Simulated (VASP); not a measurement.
Input of a VASP 6.6.1 run:

File INCAR:

```
PREC = Accurate
ENCUT = 520
EDIFF = 1E-7
ISMEAR = 0
SIGMA = 0.05
LREAL = False
LASPH = True
NELM = 100
ALGO = Normal
ISIF = 2
LWAVE = False
LCHARG = True
GGA = CA
LELF = True
LVHAR = True
NBANDS = 55
```

Contents of KPOINTS:

```
Automatic mesh
0
Gamma
  6 6 6
```

The input POSCAR:

```
In2O3
1.0
    2.7308926344      1.5766815976      4.5990876040
   -2.7308926344      1.5766815976      4.5990876040
    0.0000000000     -3.1533631952      4.5990876040
In O
4 6
Direct
    0.3576778379      0.3576778379      0.3576778379
    0.1423221621      0.1423221621      0.1423221621
    0.6423221621      0.6423221621      0.6423221621
    0.8576778379      0.8576778379      0.8576778379
    0.5455327428      0.9544672572      0.2500000000
    0.2500000000      0.5455327428      0.9544672572
    0.9544672572      0.2500000000      0.5455327428
    0.4544672572      0.0455327428      0.7500000000
    0.7500000000      0.4544672572      0.0455327428
    0.0455327428      0.7500000000      0.4544672572
```

Potentials or basis: VASP PAW LDA potentials, release 64 (In_d, O).

Launch:

```sh
$ cat potpaw_LDA.64/In_d/POTCAR potpaw_LDA.64/O/POTCAR > POTCAR
$ mpirun -np 1 vasp_std > vasp.out
```

Problem. What does it give for the largest force?

Solution. 0.554 eV/Å.

Problem. Predict the pressure.

Solution. 8.4 GPa.

Problem. What does it give for the band gap on the k mesh?

Solution. 1.52 eV (least direct gap 1.60 eV).

Stress tensor (GPa, compression positive):
```
 6.32  0.00  0.00
 0.00  6.32  0.00
 0.00  0.00 12.64
```

Caveat: the cell differs from its parent crystal (strain +0.000 along x and y, -0.040 along z); the stress differs along the axes, from 6 to 13 GPa; spin-orbit coupling is left out, which moves the levels of the heavy elements. A k mesh can miss the band edges.
